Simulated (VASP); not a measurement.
# Ca (Fm-3m) in VASP: further runs, part 2 of 2

VASP 6.6.1.

## (3) Single point, LDA

This run uses another cell than the first one, of 43.63 Å³/atom.

The input, INCAR:

```
SYSTEM = Ca
PREC = Accurate
ENCUT = 500
EDIFF = 1E-6
ISMEAR = -1
SIGMA = 0.08
LREAL = .FALSE.
LASPH = .TRUE.
NELM = 120
ALGO = Normal
ISIF = 2
LWAVE = .FALSE.
LCHARG = .TRUE.
GGA = CA
LELF = .TRUE.
LVHAR = .TRUE.
NBANDS = 11
GGA_COMPAT = .FALSE.
```

The input, KPOINTS:

```
regular mesh
0
G
  11 11 11
  0 0 0
```

The input, POSCAR:

```
Ca
1.0
    0.0000000000      2.7942000000      2.7942000000
    2.7942000000      0.0000000000      2.7942000000
    2.7942000000      2.7942000000      0.0000000000
Ca
1
Direct
    0.0000000000      0.0000000000      0.0000000000
```

Potentials or basis: VASP PAW LDA potentials, release 64 (Ca_sv).

Started as:

```console
cat potpaw_LDA.64/Ca_sv/POTCAR > POTCAR
mpirun -np 1 vasp_std > vasp.out
```

OUTCAR:

```text
SYSTEM = Ca
   PREC = Accurate
   ENCUT = 500
   EDIFF = 1E-6
   ISMEAR = -1
   LREAL = .FALSE.
   LASPH = .TRUE.
   NELM = 120
   ISIF = 2
   GGA = CA

 ion  position               nearest neighbor table
   1  0.000  0.000  0.000-

  LATTYP: Found a face centered cubic cell.
 ALAT       =     5.5884000000

  Lattice vectors:

 A1 = (   0.0000000000,   2.7942000000,   2.7942000000)
 A2 = (   2.7942000000,   0.0000000000,   2.7942000000)
 A3 = (   2.7942000000,   2.7942000000,   0.0000000000)

Analysis of symmetry for initial positions (statically):
=====================================================================
 Subroutine PRICEL returns:
 Original cell was already a primitive cell.

 Routine SETGRP: Setting up the symmetry group for a
 face centered cubic supercell.

 Subroutine GETGRP returns: Found 48 space group operations
 (whereof 48 operations were pure point group operations)
 out of a pool of 48 trial point group operations.

The static configuration has the point symmetry O_h .

Analysis of symmetry for dynamics (positions and initial velocities):
[... 165 lines left out ...]

 k-point     1 :       0.0000    0.0000    0.0000
  band No.  band energies     occupation
      1     -39.9867      2.00000
      2     -21.1995      2.00000
      3     -21.1995      2.00000
      4     -21.1995      2.00000
      5      -2.3060      2.00000
      6       3.8212      0.00000
      7       3.8212      0.00000
      8       3.8212      0.00000
      9       4.8425      0.00000
     10       4.8425      0.00000
     11      10.7214      0.00000
[... 309 lines left out ...]
 k-point    24 :      -0.1818    0.1818    0.0000
  band No.  band energies     occupation
      1     -39.9784      2.00000
      2     -21.2696      2.00000
      3     -21.2293      2.00000
      4     -21.2087      2.00000
      5      -0.9203      2.00000
      6       2.8886      0.00000
      7       3.6045      0.00000
      8       4.3112      0.00000
      9       4.3647      0.00000
     10       5.3105      0.00000
     11       8.8346      0.00000

 [... further k-points ...]

------------------------ aborting loop because EDIFF is reached ----------------------------------------

  FORCE on cell =-STRESS in cart. coord.  units (eV):
  Direction    XX          YY          ZZ          XY          YZ          ZX
  --------------------------------------------------------------------------------------
  -------------------------------------------------------------------------------------
  Total       -0.5822100     -0.5822100     -0.5822100      0.0000000      0.0000000      0.0000000
  in kB      -21.3790197    -21.3790197    -21.3790197      0.0000000      0.0000000      0.0000000
  external PRESSURE =     -21.3790197 kB  Pullay stress =       0.0000000 kB

 VOLUME and BASIS-vectors are now :
 -----------------------------------------------------------------------------
  energy-cutoff  :      500.00
  volume of cell :       43.63
      direct lattice vectors                 reciprocal lattice vectors
     0.000000000  2.794200000  2.794200000    -0.178942094  0.178942094  0.178942094
     2.794200000  0.000000000  2.794200000     0.178942094 -0.178942094  0.178942094
     2.794200000  2.794200000  0.000000000     0.178942094  0.178942094 -0.178942094

 POSITION                                       TOTAL-FORCE (eV/Angst)
 -----------------------------------------------------------------------------------
      0.00000      0.00000      0.00000         0.000000      0.000000      0.000000
 -----------------------------------------------------------------------------------
    total drift:                               -0.000000     -0.000000      0.000000

  FREE ENERGIE OF THE ION-ELECTRON SYSTEM (eV)
  ---------------------------------------------------
  free  energy   TOTEN  =        -2.1799629880 eV

  energy  without entropy=       -2.1530168026  energy(sigma->0) =       -2.16648990
```

OSZICAR:

```text
N       E                     dE             d eps       ncg     rms          rms(c)
DAV:   1     0.628511335808E+02    0.62851E+02   -0.48360E+03  1232   0.797E+02
DAV:   2    -0.690807036498E+00   -0.63542E+02   -0.62958E+02  1367   0.204E+02
DAV:   3    -0.212275353676E+01   -0.14319E+01   -0.14144E+01  1747   0.297E+01
DAV:   4    -0.219157033597E+01   -0.68817E-01   -0.68595E-01  1633   0.541E+00
DAV:   5    -0.219282901646E+01   -0.12587E-02   -0.12584E-02  1719   0.632E-01    0.231E+00
DAV:   6    -0.218305491857E+01    0.97741E-02   -0.12827E-02  1529   0.122E+00    0.141E+00
DAV:   7    -0.218043640897E+01    0.26185E-02   -0.18221E-02  1448   0.157E+00    0.101E-01
DAV:   8    -0.217996147516E+01    0.47493E-03   -0.20159E-03  1426   0.420E-01    0.198E-02
DAV:   9    -0.217996232676E+01   -0.85160E-06   -0.81450E-05  1588   0.778E-02    0.801E-03
DAV:  10    -0.217996298803E+01   -0.66127E-06   -0.64937E-06  1828   0.182E-02
   1 F= -.21799630E+01 E0= -.21664899E+01  d E =-.269462E-01
```

stdout:

```text
POSCAR found type information on POSCAR Ca
 POSCAR found :  1 types and       1 ions
 scaLAPACK will be used
 LDA part: xc-table for (Slater(with rela. corr.)+CA(PZ))
 , standard interpolation
 POSCAR, INCAR and KPOINTS ok, starting setup
 FFT: planning ... GRIDC
 FFT: planning ... GRID_SOFT
 FFT: planning ... GRID
 WAVECAR not read
 entering main loop
```

Run time: 10 s. Hardware: 1 thread of Intel Xeon 6975P-C (Granite Rapids), shared host; peak memory 0.15 GiB.

Results:

| Property | Result |
| --- | --- |
| Free energy | -2.1800 eV |
| Pressure | -2.1 GPa |
| Band gap on the k mesh | zero (bands 5 and 6 overlap by 0.24 eV) |

Levels at points of the mesh, in eV from the Fermi level:
```
           k point  band 3  band 4  band 5  band 6  band 7  band 8
(0.00, 0.00, 0.00)  -22.85  -22.85   -3.96    2.17    2.17    2.17
```

## (4) Single point, PBEsol

This run uses another cell than the first one, of 43.63 Å³/atom.

The input, INCAR:

```
ALGO = Normal ; EDIFF = 1E-6
ENCUT = 500 ; GGA = PS
GGA_COMPAT = F ; ISIF = 2
ISMEAR = -1 ; LASPH = T
LCHARG = F ; LREAL = F
LWAVE = F ; NBANDS = 11
NELM = 120 ; PREC = Accurate
SIGMA = 0.08
```

The input, KPOINTS:

```
k-points
0
Gamma
  11 11 11
```

POSCAR is that of step 3.

Potentials or basis: VASP PAW PBE potentials, release 64 (Ca_sv).

Started as:

```console
cat potpaw_PBE.64/Ca_sv/POTCAR > POTCAR
mpirun -np 1 vasp_std > vasp.out
```

It took 9.7 s on 1 thread of Intel Xeon 6975P-C (Granite Rapids), shared host; peak memory 0.16 GiB.

It converged, with:

```yaml
Free_energy: -2.1369 eV
Pressure: -1.2 GPa
Band_gap_on_the_k_mesh: zero (bands 5 and 6 overlap by 0.30 eV)
```

Levels at points of the mesh, in eV from the Fermi level:
| k point | band 1 | band 2 | band 3 | band 4 | band 5 | band 6 | band 7 | band 8 | band 9 | band 10 |
| --- | --- | --- | --- | --- | --- | --- | --- | --- | --- | --- |
| (0.00, 0.00, 0.00) | -41.91 | -22.91 | -22.91 | -22.91 | -3.97 | 2.29 | 2.29 | 2.29 | 3.33 | 3.33 |

Caveat: the PAW data sets were made with another functional, which shifts forces and pressure a little.

## (5) Single point, PBE

This run uses another cell than the first one, of 43.63 Å³/atom.

The input, INCAR:

```
SYSTEM = Ca
PREC = Accurate
ENCUT = 500
EDIFF = 1E-6
ISMEAR = -1
SIGMA = 0.08
LREAL = .FALSE.
LASPH = .TRUE.
NELM = 120
ALGO = Normal
ISIF = 2
LWAVE = .FALSE.
LCHARG = .FALSE.
GGA = PE
NBANDS = 11
GGA_COMPAT = .FALSE.
```

The input, KPOINTS:

```
regular mesh
0
G
  11 11 11
  0 0 0
```

POSCAR is that of step 4.

Started as:

```console
cat potpaw_PBE.64/Ca_sv/POTCAR > POTCAR
mpirun -np 1 vasp_std > vasp.out
```

It took 11 s on 1 thread of Intel Xeon 6975P-C (Granite Rapids), shared host; peak memory 0.17 GiB.

The run converged. Its results:

| Item | Value |
| --- | --- |
| Free energy | -1.9415 eV |
| Pressure | -0.6 GPa |
| Band gap on the k mesh | zero (bands 5 and 6 overlap by 0.31 eV) |

Levels at points of the mesh, in eV from the Fermi level:
| k point | band 2 | band 3 | band 4 | band 5 | band 6 | band 7 | band 8 | band 9 |
| --- | --- | --- | --- | --- | --- | --- | --- | --- |
| (0.00, 0.00, 0.00) | -23.01 | -23.01 | -23.01 | -3.96 | 2.30 | 2.30 | 2.30 | 3.33 |

## (6) Single point, r2SCAN

This run uses another cell than the first one, of 43.63 Å³/atom.

POSCAR is that of step 5.

The input, INCAR.step1:

```
SYSTEM = Ca
  PREC = Accurate
  ENCUT = 550
  ISMEAR = -1
  SIGMA = 0.08
  LREAL = .False.
  LASPH = .True.
  NELM = 120
  NBANDS = 11
  GGA = PE
  ALGO = Normal
  EDIFF = 1E-5
  LWAVE = .True.
  LCHARG = .False.
  GGA_COMPAT = .False.
```

The input, INCAR.step2:

```
SYSTEM = Ca
  PREC = Accurate
  ENCUT = 550
  EDIFF = 1E-6
  ISMEAR = -1
  SIGMA = 0.08
  LREAL = .False.
  LASPH = .True.
  NELM = 120
  ALGO = Normal
  ISIF = 2
  LWAVE = .False.
  LCHARG = .True.
  METAGGA = R2SCAN
  LMIXTAU = .True.
  LELF = .True.
  LVHAR = .True.
  NBANDS = 11
  ISTART = 1
  GGA_COMPAT = .False.
```

The input, KPOINTS:

```
regular mesh
0
Gamma
  11 11 11
  0 0 0
```

Potentials or basis: VASP PAW PBE potentials, release 64 (Ca_sv).

Started as:

```console
cat potpaw_PBE.64/Ca_sv/POTCAR > POTCAR
cp INCAR.step1 INCAR
mpirun -np 1 vasp_std > vasp.out
cp INCAR.step2 INCAR
mpirun -np 1 vasp_std > vasp.out
```

Wall time 50 s (1 thread of Intel Xeon 6975P-C (Granite Rapids), shared host); peak memory 0.18 GiB.

It converged, with:

| Item | Value |
| --- | --- |
| Free energy | -7.0449 eV |
| Pressure | -0.1 GPa |
| Band gap on the k mesh | zero (bands 5 and 6 overlap by 0.44 eV) |

Levels at points of the mesh, in eV from the Fermi level:
| k point | band 3 | band 4 | band 5 | band 6 | band 7 | band 8 |
| --- | --- | --- | --- | --- | --- | --- |
| (0.00, 0.00, 0.00) | -23.89 | -23.89 | -4.23 | 2.66 | 2.66 | 2.66 |

Caveat: the PAW data sets were made with another functional, which shifts forces and pressure a little.

## (7) Summary

| level | potentials or basis | cell | cutoff (eV) | gap on the mesh (eV) | pressure (GPa) |
| --- | --- | --- | --- | --- | --- |
| LDA | VASP PAW LDA potentials, release 64 (Ca_sv) | a = 3.898 Å, angles 60.0°, 1 atom | 500 | none | -1.6 |
| LDA | VASP PAW LDA potentials, release 64 (Ca_sv) | a = 3.952 Å, angles 60.0°, 1 atom | 500 | none | -2.1 |
| PBEsol | VASP PAW PBE potentials, release 64 (Ca_sv) | a = 3.952 Å, angles 60.0°, 1 atom | 500 | none | -1.2 |
| PBE | VASP PAW PBE potentials, release 64 (Ca_sv) | a = 3.952 Å, angles 60.0°, 1 atom | 500 | none | -0.6 |
| r2SCAN | VASP PAW PBE potentials, release 64 (Ca_sv) | a = 3.952 Å, angles 60.0°, 1 atom | 550 | none | -0.1 |

Alike in all rows: task single point; no spin polarisation; k mesh 11 × 11 × 11; smearing fermi-dirac 0.08 eV.

Caveats: the PAW data sets were made with another functional, which shifts forces and pressure a little (at least some runs).

Absolute energies hang on the potentials; compare differences alone.
